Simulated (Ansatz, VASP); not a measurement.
**SiBBr in VASP and in Ansatz**

The input INCAR:

```
ALGO = Normal ; EDIFF = 1E-6
EDIFFG = -0.01 ; ENCUT = 600
GGA = PE ; IBRION = 2
ISIF = 3 ; ISMEAR = 0
LASPH = True ; LCHARG = False
LREAL = False ; LWAVE = False
NELM = 100 ; NSW = 100
PREC = Accurate ; SIGMA = 0.1
```

The input KPOINTS:

```
k-points
0
Gamma
  14 14 10
```

Contents of POSCAR:

```
SiBBr
1.0
    3.4267870095      0.0000000000      0.0000000000
    0.0000000000      3.4267870095      0.0000000000
    0.0000000000      0.0000000000      5.4104989840
Si B Br
1 1 1
Direct
    0.0000000000      0.0000000000      0.5000000000
    0.5000000000      0.5000000000      0.0000000000
    0.0000000000      0.0000000000      0.0000000000
```

Input for Ansatz:

```yaml
crystal:
  lattice:
    - [3.4267870095, 0.0, 0.0]
    - [0.0, 3.4267870095, 0.0]
    - [0.0, 0.0, 5.410498984]
  atoms:
    - { symbol: Si, position: [0.0, 0.0, 0.5] }
    - { symbol: B, position: [0.5, 0.5, 0.0] }
    - { symbol: Br, position: [0.0, 0.0, 0.0] }
basis:
  ecutwfc: 420
kpoints:
  mp_grid: { grid: [14, 14, 10] }
hamiltonian:
  xc: pbe
scf:
  occupations: { method: gaussian, width: 0.1 }
output:
  forces: true
  stress: true
  eigenvalues: true
  write_density: true
  write_potential: true
  elf: true
  volumetric_format: npy
relax:
  adjacent_minimum: "off"
  f_tol: 0.01
  max_steps: 80
  cell: { stress_tol: 0.05 }
```

Alike in both runs: task relaxation of cell and atoms; functional PBE; k mesh 14 × 14 × 10; occupations gaussian, width 0.1 eV; no spin polarisation.

|  | VASP | Ansatz |
| --- | --- | --- |
| version | VASP 6.6.1 | Ansatz 0.2.0 |
| potentials or method | VASP PAW PBE potentials, release 64 (Si, B, Br), cutoff 600 eV | scalar-relativistic, plane waves, PAW |
| valence electrons in the cell | 14 | 14 |

Ansatz gave:

```
gap on the k mesh at the Fermi level, each at its own relaxed structure (eV) : none
relaxed volume (Å³/atom)                                                     : 21.17
relaxed cell length with the largest relative difference (Å)                 : 3.427
```

Problem. Which values does VASP return?

Solution. gap on the k mesh at the Fermi level, each at its own relaxed structure (eV): none; relaxed volume (Å³/atom): 21.16; relaxed cell length with the largest relative difference (Å): 3.427.

A gap of «none» marks a metal or a gap that the smearing closes.
